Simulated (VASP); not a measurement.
# Ru6F in VASP: notebook, part 2 of 2

VASP 6.6.1. The steps go on from the part before.

### Step 3. Single point, PBE

INCAR

```
SYSTEM = Ru6F
ALGO = Normal ; DIPOL = 0.5 0.5 0.353
EDIFF = 1E-6 ; ENCUT = 520
GGA = PE ; IDIPOL = 3
ISIF = 2 ; ISMEAR = 0
LASPH = .True. ; LCHARG = .False.
LDIPOL = .True. ; LREAL = .False.
LWAVE = .False. ; NBANDS = 54
NELM = 100 ; PREC = Accurate
SIGMA = 0.1
```

KPOINTS

```
k-points
0
Gamma
  10 6 1
  0 0 0
```

POSCAR

```
Ru6F
1.0
    2.7197977462      0.0000000000      0.0000000000
    0.0000000000      4.2966597640      0.0000000000
    0.0000000000      0.0000000000     20.8383397922
Ru F
6 1
Direct
    0.0000000000      0.7500000000      0.1919538716
    0.5000000000      0.2500000000      0.2296314404
    0.5000000000      0.7500000000      0.3049865779
    0.0000000000      0.2500000000      0.3407382308
    0.0000000000      0.7500000000      0.4168575090
    0.5000000000      0.2500000000      0.4481326193
    0.6666666667      0.2500000000      0.5364191196
```

Potentials or basis: VASP PAW PBE potentials, release 64 (Ru_pv, F).

Started as:

```
$ cat potpaw_PBE.64/Ru_pv/POTCAR potpaw_PBE.64/F/POTCAR > POTCAR
$ mpirun -np 1 vasp_std > vasp.out
```

OUTCAR:

```text
SYSTEM = Ru6F
   EDIFF = 1E-6
   ENCUT = 520
   GGA = PE
   ISIF = 2
   ISMEAR = 0
   LASPH = .True.
   LREAL = .False.
   NELM = 100
   PREC = Accurate

 ion  position               nearest neighbor table
   1  0.000  0.750  0.192-   2 2.66   2 2.66   2 2.66   2 2.66   3 2.72   3 2.72
   2  0.500  0.250  0.230-   3 2.66   3 2.66   1 2.66   1 2.66   1 2.66   1 2.66   4 2.69   4 2.69

   3  0.500  0.750  0.305-   4 2.65   4 2.65   4 2.65   4 2.65   2 2.66   2 2.66   5 2.70   5 2.70
                             1 2.72   1 2.72
   4  0.000  0.250  0.341-   6 2.62   6 2.62   3 2.65   3 2.65   3 2.65   3 2.65   5 2.67   5 2.67
                             2 2.69   2 2.69
   5  0.000  0.750  0.417-   6 2.62   6 2.62   6 2.62   6 2.62   4 2.67   4 2.67   3 2.70   3 2.70

   6  0.500  0.250  0.448-   7 1.89   4 2.62   4 2.62   5 2.62   5 2.62   5 2.62   5 2.62
   7  0.667  0.250  0.536-   6 1.89

  LATTYP: Found a simple orthorhombic cell.
 ALAT       =     2.7197977462
 B/A-ratio  =     1.5797717937
 C/A-ratio  =     7.6617240460

  Lattice vectors:

 A1 = (   2.7197977462,   0.0000000000,   0.0000000000)
[... 201 lines left out ...]
      1     -43.1862      2.00000
      2     -43.1524      2.00000
      3     -42.9879      2.00000
      4     -42.8164      2.00000
      5     -42.6547      2.00000
      6     -42.6342      2.00000
[... 1357 lines left out ...]
     53       3.8177      0.00000
     54       4.2417      0.00000

------------------------ aborting loop because EDIFF is reached ----------------------------------------

 vacuum level on the upper side and lower side of the slab       (xc-potential included)         1.277        -1.733

  FORCE on cell =-STRESS in cart. coord.  units (eV):
  Direction    XX          YY          ZZ          XY          YZ          ZX
  --------------------------------------------------------------------------------------
  -------------------------------------------------------------------------------------
  Total       -3.1448481     -3.6617559      0.2721457      0.0000000      0.0000000      0.0905865
  in kB      -20.6909089    -24.0918022      1.7905291      0.0000000      0.0000000      0.5959959
  external PRESSURE =     -14.3307273 kB  Pullay stress =       0.0000000 kB

 VOLUME and BASIS-vectors are now :
 -----------------------------------------------------------------------------
  energy-cutoff  :      520.00
  volume of cell :      243.52
      direct lattice vectors                 reciprocal lattice vectors
     2.719797746  0.000000000  0.000000000     0.367674398  0.000000000  0.000000000
     0.000000000  4.296659764  0.000000000     0.000000000  0.232738931  0.000000000
     0.000000000  0.000000000 20.838339792     0.000000000  0.000000000  0.047988468

 POSITION                                       TOTAL-FORCE (eV/Angst)
 -----------------------------------------------------------------------------------
      0.00000      3.22249      4.00000         0.005811      0.000000      1.018844
      1.35990      1.07416      4.78514        -0.059293      0.000000     -0.855103
      1.35990      3.22249      6.35541         0.008760      0.000000     -0.157663
      0.00000      1.07416      7.10042        -0.301525      0.000000     -0.335486
      0.00000      3.22249      8.68662         0.232638      0.000000     -0.781899
      1.35990      1.07416      9.33834         0.465059      0.000000      1.009508
      1.81320      1.07416     11.17808        -0.351449      0.000000      0.101799
 -----------------------------------------------------------------------------------
    total drift:                               -0.000218      0.000000      0.000430

  FREE ENERGIE OF THE ION-ELECTRON SYSTEM (eV)
  ---------------------------------------------------
  free  energy   TOTEN  =       -55.5964486054 eV

  energy  without entropy=      -55.5575712263  energy(sigma->0) =      -55.57700992

 vacuum level on the upper side and lower side of the slab         8.054         4.969
```

It took 6.1 min on 1 thread of AMD EPYC 9R45 (Zen 5), shared host; peak memory 0.41 GiB.

What came out:

* Free energy: -55.5964 eV
* Largest force: 1.111 eV/Å
* Band gap on the k mesh: zero (an odd number of electrons rules out a gap without spin polarisation)

Forces on the atoms (eV/Å):
```
Ru   0.006  0.000  1.019
Ru  -0.059  0.000 -0.855
Ru   0.009  0.000 -0.158
Ru  -0.302  0.000 -0.335
Ru   0.233  0.000 -0.782
Ru   0.465  0.000  1.010
F   -0.351  0.000  0.102
```

Caveat: an odd number of electrons without spin polarisation forces a metal; a magnetic or distorted state may lie lower.

### Step 4. Single point, PBE

INCAR

```
PREC = Accurate ; ENCUT = 520
EDIFF = 1E-7 ; ISMEAR = 0
SIGMA = 0.1 ; LREAL = F
LASPH = T ; NELM = 60
ALGO = Normal ; ISIF = 2
LWAVE = F ; LCHARG = F
LDIPOL = T ; IDIPOL = 3
DIPOL = 0.5 0.5 0.350 ; GGA = PE
NBANDS = 54
```

KPOINTS

```
Automatic mesh
0
Gamma
  10 6 1
```

Edit POSCAR of step 3 so:

```diff
@@ -14,2 +14,2 @@
     0.5000000000      0.2500000000      0.4481326193
-    0.6666666667      0.2500000000      0.5364191196
+    0.5000000000      0.5500000000      0.5191720066
```

Started as:

```
$ cat potpaw_PBE.64/Ru_pv/POTCAR potpaw_PBE.64/F/POTCAR > POTCAR
$ mpirun -np 1 vasp_std > vasp.out
```

Wall time 6.7 min (1 thread of AMD EPYC 9R45 (Zen 5), shared host); peak memory 0.41 GiB.

It converged, with:

| Quantity | Value |
| --- | --- |
| Free energy | -55.5988 eV |
| Largest force | 1.051 eV/Å |
| Band gap on the k mesh | zero (an odd number of electrons rules out a gap without spin polarisation) |

Forces in eV/Å, atoms in the order of the input:
```
Ru   0.000 -0.011  0.971
Ru   0.000 -0.008 -0.601
Ru   0.000 -0.060 -0.098
Ru   0.000  0.078 -0.049
Ru   0.000  0.732 -0.754
Ru   0.000 -0.614  0.466
F    0.000 -0.117  0.065
```

Levels at points of the mesh, in eV from the Fermi level:
```tsv
k point	band 44	band 45	band 46	band 47	band 48	band 49
(0.00, 0.00, 0.00)	-1.15	-0.80	-0.51	-0.38	-0.09	-0.07
(0.50, 0.00, 0.00)	0.17	0.32	0.57	0.93	1.31	1.40
(0.00, 0.50, 0.00)	-0.73	-0.31	0.24	0.34	0.38	0.42
(0.50, 0.50, 0.00)	0.23	0.54	0.67	1.10	1.14	1.37
```

Caveat: an odd number of electrons without spin polarisation forces a metal; a magnetic or distorted state may lie lower.

### Step 5. The runs side by side

| cell | gap on the mesh (eV) | largest force (eV/Å) |
| --- | --- | --- |
| as given, atomic positions A | none | 1.03 |
| as given, atomic positions B | none | 1.11 |
| as given, atomic positions C | none | 1.05 |

Alike in all rows: task single point; level PBE; potentials or basis VASP PAW PBE potentials, release 64 (Ru_pv, F); no spin polarisation; k mesh 10 × 6 × 1; cutoff (eV) 520; smearing gaussian 0.1 eV.

Caveats: an odd number of electrons without spin polarisation forces a metal; a magnetic or distorted state may lie lower.

Total energies depend on the potentials used, so only differences within one code and one set of settings carry meaning.
